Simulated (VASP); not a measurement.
## BaTiO3: single point with r2SCAN+U

BaTiO3:

```
CELL_PARAMETERS angstrom
3.76367 0.00000 0.00000
0.00000 2.66132 2.66132
0.00000 -2.66132 2.66132
ATOMIC_POSITIONS crystal
Ba 0.00000 0.99598 0.99598
Ti 0.50000 0.49598 0.49598
O 0.50000 0.99598 0.49598
O 0.50000 0.49598 0.99598
O 0.00000 0.49598 0.49598
```

| Item | Value |
| --- | --- |
| Program | VASP 6.6.1 |
| Task | single point |
| Functional | r2SCAN |
| Potentials or basis | VASP PAW PBE potentials, release 64 (Ba_sv, Ti_sv, O_h) |
| Cutoff | 910 eV |
| k mesh | 6 × 6 × 6 |
| Occupations | gaussian, width 0.02 eV |
| Spin | no spin polarisation |
| Hubbard terms | Ti d U = 4.0 eV |

| Quantity | Value |
| --- | --- |
| Pressure | 57.0 GPa |
| Band gap on the k mesh | 3.09 eV |

Levels at points of the mesh, in eV from the valence-band top:
| k point | band 18 | band 19 | band 20 | band 21 | band 22 | band 23 |
| --- | --- | --- | --- | --- | --- | --- |
| (0.00, 0.00, 0.00) | 0.00 | 0.00 | 0.00 | 3.09 | 3.09 | 3.09 |
| (0.50, 0.00, 0.00) | -1.94 | -0.81 | -0.81 | 3.39 | 5.44 | 5.44 |
| (0.50, 0.50, 0.00) | -0.75 | -0.75 | -0.18 | 5.47 | 5.47 | 5.99 |
| (0.50, 0.50, 0.50) | -0.06 | -0.06 | -0.06 | 6.41 | 6.41 | 6.41 |

Eigenvalues of the final occupation matrices:
```csv
site,spin,trace,eigenvalues
site 2 d,1,0.88,0.11 0.11 0.11 0.28 0.28
site 2 d,2,0.88,0.11 0.11 0.11 0.28 0.28
```

Wall time 2 min on 1 thread of Intel(R) Xeon(R) 6975P-C (Granite Rapids) (shared host), peak memory 0.3 GiB.

Caveat: the cutoff is under 1.25 times the usual one of these potentials, so pressure, stress and relaxed cells hold a basis-set (Pulay) error; the cell stands under pressure; the PAW data sets were made with another functional, which shifts forces and pressure a little; spin-orbit coupling is left out, which moves the levels of the heavy elements. A k mesh can miss the band edges.
